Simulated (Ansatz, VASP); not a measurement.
# Two plane-wave programs on C

The input INCAR:

```
PREC = Accurate
ENCUT = 520
EDIFF = 1E-7
ISMEAR = 0
SIGMA = 0.01
LREAL = F
LASPH = T
NELM = 100
ALGO = Normal
ISIF = 2
LWAVE = F
LCHARG = F
GGA = PS
NBANDS = 16
```

KPOINTS

```
Automatic mesh
0
Gamma
  9 9 6
```

Contents of POSCAR:

```
C
1.0
    2.4987275326      0.0000000000      0.0000000000
   -1.2493637663      2.1639615204      0.0000000000
    0.0000000000      0.0000000000      4.1605888148
C
4
Direct
    0.3333333333      0.6666666667     -0.0002008250
    0.6666666667      0.3333333333      0.4997991750
    0.3333333333      0.6666666667      0.3742008250
    0.6666666667      0.3333333333      0.8742008250
```

Input for Ansatz:

```yaml
crystal:
  lattice:
    - [2.4987275326, 0.0, 0.0]
    - [-1.2493637663, 2.1639615204, 0.0]
    - [0.0, 0.0, 4.1605888148]
  atoms:
    - { symbol: C, position: [0.3333333333, 0.6666666667, -0.000200825] }
    - { symbol: C, position: [0.6666666667, 0.3333333333, 0.499799175] }
    - { symbol: C, position: [0.3333333333, 0.6666666667, 0.374200825] }
    - { symbol: C, position: [0.6666666667, 0.3333333333, 0.874200825] }
basis:
  ecutwfc: 420
kpoints:
  mp_grid: { grid: [9, 9, 6] }
  band_path:
    path:
      - [0.0, 0.0, 0.0]
      - [0.0, 0.0, 0.0]
      - [0.0, 0.0, 0.0]
      - [0.0, 0.0, 0.0]
      - [0.0, 0.0, 0.0]
      - [0.0, 0.0, 0.0]
      - [0.0, 0.0, 0.0]
      - [0.0, 0.0, 0.0]
      - [0.0, 0.0, 0.0]
      - [0.0, 0.0, 0.0]
      - [0.0, 0.0, 0.0]
      - [0.0, 0.0, 0.0]
      - [0.0, 0.0, 0.0]
      - [0.0, 0.0, 0.0]
      - [0.0, 0.0, 0.0]
      - [0.0, 0.0, 0.0]
      - [0.0, 0.0, 0.0]
      - [0.0, 0.0, 0.0]
      - [0.0, 0.0, 0.0]
      - [0.0, 0.0, 0.0]
      - [0.0, 0.0, 0.0]
      - [0.0, 0.0, 0.0]
      - [0.0, 0.0, 0.0]
      - [0.0, 0.0, 0.0]
      - [0.0, 0.0, 0.0]
      - [0.0, 0.0, 0.0]
      - [0.3, 0.0, 0.0]
      - [0.3166666667, 0.0, 0.0]
      - [0.3333333333, 0.0, 0.0]
      - [0.35, 0.0, 0.0]
      - [0.3666666667, 0.0, 0.0]
      - [0.3833333333, 0.0, 0.0]
      - [0.4, 0.0, 0.0]
      - [0.4166666667, 0.0, 0.0]
      - [0.4333333333, 0.0, 0.0]
      - [0.45, 0.0, 0.0]
      - [0.4666666667, 0.0, 0.0]
      - [0.4833333333, 0.0, 0.0]
      - [0.5, 0.0, 0.0]
      - [0.5, 0.0, 0.0]
      - [0.5, 0.0, 0.0416666667]
      - [0.5, 0.0, 0.0833333333]
      - [0.5, 0.0, 0.125]
      - [0.5, 0.0, 0.1666666667]
      - [0.5, 0.0, 0.2083333333]
      - [0.5, 0.0, 0.25]
      - [0.5, 0.0, 0.2916666667]
      - [0.5, 0.0, 0.3333333333]
      - [0.5, 0.0, 0.375]
      - [0.5, 0.0, 0.4166666667]
      - [0.5, 0.0, 0.4583333333]
      - [0.5, 0.0, 0.5]
      - [0.3333333333, 0.3333333333, 0.0]
      - [0.3333333333, 0.3333333333, 0.0]
      - [0.3333333333, 0.3333333333, 0.0]
      - [0.3333333333, 0.3333333333, 0.0]
      - [0.3333333333, 0.3333333333, 0.0]
      - [0.3333333333, 0.3333333333, 0.0]
      - [0.3333333333, 0.3333333333, 0.0]
      - [0.3333333333, 0.3333333333, 0.0]
      - [0.3333333333, 0.3333333333, 0.0]
      - [0.3333333333, 0.3333333333, 0.0]
      - [0.3333333333, 0.3333333333, 0.0]
      - [0.3333333333, 0.3333333333, 0.0]
      - [0.3333333333, 0.3333333333, 0.0]
      - [0.0, 0.0, 0.5]
      - [0.0, 0.0, 0.5]
      - [0.0, 0.0, 0.5]
      - [0.0, 0.0, 0.5]
      - [0.0, 0.0, 0.5]
      - [0.0, 0.0, 0.5]
      - [0.0, 0.0, 0.5]
      - [0.0, 0.0, 0.5]
      - [0.0, 0.0, 0.5]
      - [0.0, 0.0, 0.5]
      - [0.0, 0.0, 0.5]
      - [0.0, 0.0, 0.5]
      - [0.0, 0.0, 0.5]
    npoints: 1
hamiltonian:
  xc: pbesol
  pseudopotentials: { kind: paw, azcp: { folder: soft_1 } }
scf:
  occupations: { method: fixed }
  n_extra_bands: 6
output:
  eigenvalues: true
```

Alike in both runs: task single point; functional PBEsol; k mesh 9 × 9 × 6; no spin polarisation.

```csv
,VASP,Ansatz
version,VASP 6.6.1,Ansatz 0.2.0
potentials or method,"VASP PAW PBE potentials, release 64 (C), cutoff 520 eV","scalar-relativistic, plane waves, PAW"
occupations,"gaussian, width 0.01 eV",fixed
valence electrons in the cell,16,16
```

VASP gave:

| Quantity | Value |
| --- | --- |
| gap on the k mesh at the Fermi level (eV) | 3.04 |
| least direct gap on the mesh (eV) | 4.92 |

Question: Estimate Ansatz's values.

Answer: gap on the k mesh at the Fermi level (eV): 3.06; least direct gap on the mesh (eV): 4.93.

VASP's potentials were made for PBE, not for PBEsol, and Ansatz warns of the same on its side.
